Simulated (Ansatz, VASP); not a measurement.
## HfC in VASP and in Ansatz

```
Hf C
1.0
     0.00000    2.29013    2.32500
     2.29013    0.00000    2.32500
     2.29013    2.29013    0.00000
Hf C
1 1
Cartesian
  2.2901 2.2901 2.3250
  0.0000 0.0000 0.0000
```

Change from the starting cell: strain -0.0150 x Voigt [1, 1, 0, 0, 0, 0], atoms carried along.

Alike in both runs: task single point; functional PBEsol; k mesh 18 × 18 × 18; occupations gaussian, width 0.15 eV; no spin polarisation.

```csv
,VASP,Ansatz
version,VASP 6.6.1,Ansatz 0.2.0
potentials or method,"VASP PAW PBE potentials, release 64 (Hf_pv, C), cutoff 520 eV","scalar-relativistic, plane waves, PAW"
valence electrons in the cell,14,30
```

```tsv
	VASP	Ansatz	Ansatz less VASP
gap on the k mesh at the Fermi level (eV)	none	none	-
pressure (GPa)	0.4	0.7	+0.30
traceless stress, the component that is largest in VASP (GPa)	-4.44	-4.36	+0.076
```

VASP's potentials were made for PBE, not for PBEsol. A gap of «none» marks a metal or a gap that the smearing closes. VASP's potentials hold 14 valence electrons a cell and Ansatz's 30, so a difference there can come from the potentials and not from the codes.

Spin-orbit coupling is off throughout.
